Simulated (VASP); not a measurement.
Sn: single point with PBE

Sn:

```
Sn
1.0
    -1.90720    1.90720    1.90720
     1.90720   -1.90720    1.90720
     1.90720    1.90720   -1.90720
Sn
1
Direct
  0.00000 0.00000 0.00000
```

```json
{
 "Program": "VASP 6.6.1",
 "Task": "single point",
 "Functional": "PBE",
 "Potentials or basis": "VASP PAW PBE potentials, release 64 (Sn_d)",
 "Cutoff": "520 eV",
 "k mesh": "10 × 10 × 10",
 "Occupations": "fermi-dirac, width 0.05 eV",
 "Spin": "no spin polarisation"
}
```

```
Pressure               : -0.3 GPa
Band gap on the k mesh : zero (band 7 reaches 15.62 eV, above the bottom of band 8 at 5.63 eV)
```

Levels at points of the mesh, in eV from the Fermi level:
```tsv
k point	band 3	band 4	band 5	band 6	band 7	band 8	band 9	band 10	band 11	band 12
(0.00, 0.00, 0.00)	-21.52	-21.39	-21.39	-10.90	7.81	7.81	7.81	12.11	12.11	12.11
(0.50, 0.00, 0.00)	-21.40	-21.40	-21.32	-6.36	-4.28	3.57	5.40	7.87	8.21	14.82
(0.50, 0.50, 0.50)	-21.33	-21.33	-21.33	-2.56	-0.42	-0.42	-0.42	3.88	3.88	18.12
```

Run time: 8.4 s on 1 thread of Intel(R) Xeon(R) Platinum 8559C (Emerald Rapids), with other jobs on the host, peak memory 0.16 GiB.

Caveat: spin-orbit coupling is left out, which moves the levels of the heavy elements.
